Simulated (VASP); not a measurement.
A run of VASP 6.6.1:

INCAR

```
ALGO = Normal
EDIFF = 1E-6
ENCUT = 520
GGA = PE
ISIF = 2
ISMEAR = 0
LASPH = True
LCHARG = False
LREAL = False
LWAVE = False
NBANDS = 8
NELM = 80
PREC = Accurate
SIGMA = 0.1
```

Contents of KPOINTS:

```
k-points
0
Gamma
  18 18 18
```

POSCAR

```
Al
1.0
   -1.5674516906      1.5674516906      1.5674516906
    1.5674516906     -1.5674516906      1.5674516906
    1.5674516906      1.5674516906     -1.5674516906
Al
1
Direct
    0.0000000000      0.0000000000      0.0000000000
```

Potentials or basis: VASP PAW PBE potentials, release 64 (Al).

Launch:

```sh
$ cat potpaw_PBE.64/Al/POTCAR > POTCAR
$ mpirun -np 1 vasp_std > vasp.out
```

Hardware: 1 thread of Intel Xeon 6975P-C (shared host).

**Question.** How long does it take, and how much memory?

**Answer.** Run time: 6 s on 1 thread of Intel Xeon 6975P-C, on a shared host, peak memory 0.14 GiB. Counts: scf iterations 10, k points 195.
